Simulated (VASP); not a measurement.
Input of a VASP 6.6.1 run:

Contents of POSCAR:

```
Be
1.0
    2.2853000000      0.0000000000      0.0000000000
   -1.1426500000      1.9791278553      0.0000000000
    0.0000000000      0.0000000000      3.5842000000
Be
2
Direct
    0.6666666667      0.3333333333      0.7500000000
    0.3333333333      0.6666666667      0.2500000000
```

The input INCAR.step1:

```
ALGO = Normal ; EDIFF = 1E-4
ENCUT = 520 ; GGA = PE
ISMEAR = 0 ; LASPH = T
LCHARG = F ; LREAL = F
LWAVE = T ; NBANDS = 9
NELM = 80 ; PREC = Accurate
SIGMA = 0.1
```

File INCAR.step2:

```
ALGO = Normal ; EDIFF = 1E-7
ENCUT = 520 ; ISIF = 2
ISMEAR = 0 ; ISTART = 1
LASPH = T ; LCHARG = T
LELF = T ; LMIXTAU = T
LREAL = F ; LVHAR = T
LWAVE = F ; METAGGA = R2SCAN
NBANDS = 9 ; NELM = 80
PREC = Accurate ; SIGMA = 0.1
```

KPOINTS

```
k-points
0
Gamma
  18 18 10
```

Potentials or basis: VASP PAW PBE potentials, release 64 (Be).

Command:

```bash
$ cat potpaw_PBE.64/Be/POTCAR > POTCAR
$ cp INCAR.step1 INCAR
$ mpirun -np 1 vasp_std > vasp.out
$ cp INCAR.step2 INCAR
$ mpirun -np 1 vasp_std > vasp.out
```

Question: Predict the pressure.

Answer: -2.8 GPa.

Question: Predict the band gap on the k mesh.

Answer: Zero (band 2 reaches 8.04 eV, above the bottom of band 3 at 5.79 eV).

Stress tensor (GPa, compression positive):
```
-3.79  0.00  0.00
 0.00 -3.79  0.00
 0.00  0.00 -0.73
```

Caveat: the PAW data sets were made with another functional, which shifts forces and pressure a little.
